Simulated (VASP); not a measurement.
Crystal: Ni.

```
Ni
1.0
     0.00000    1.76835    1.76835
     1.76835    0.00000    1.76835
     1.76835    1.76835    0.00000
Ni
1
Direct
  0.00000 0.00000 0.00000
```

Base run:

- Program: VASP 6.6.1
- Functional: LDA
- Potentials or basis: VASP PAW LDA potentials, release 64 (Ni)
- Cutoff: 520 eV
- k mesh: 12 × 12 × 12
- Occupations: gaussian, width 0.1 eV
- Spin: collinear spin, ferromagnetic start
- Starting moments: [0.98] μB
- Fixed moment: 0.98 μB

Its results: pressure -16.6 GPa; site moments Ni +0.97 μB.

Q: After a change of settings the same cell gave: pressure -18.7 GPa; site moments Ni +0.73 μB. Which change was it?
A. fixed moment from 0.98 μB to 1.71 μB; moments at the start from [0.98] to [1.71]
B. fixed moment from 0.98 μB to 0.73 μB; moments at the start from [0.98] to [0.73]
C. fixed moment from 0.98 μB to 1.95 μB; moments at the start from [0.98] to [1.95]

A: B.

Caveats: the total moment is fixed, so each spin has its own Fermi level.
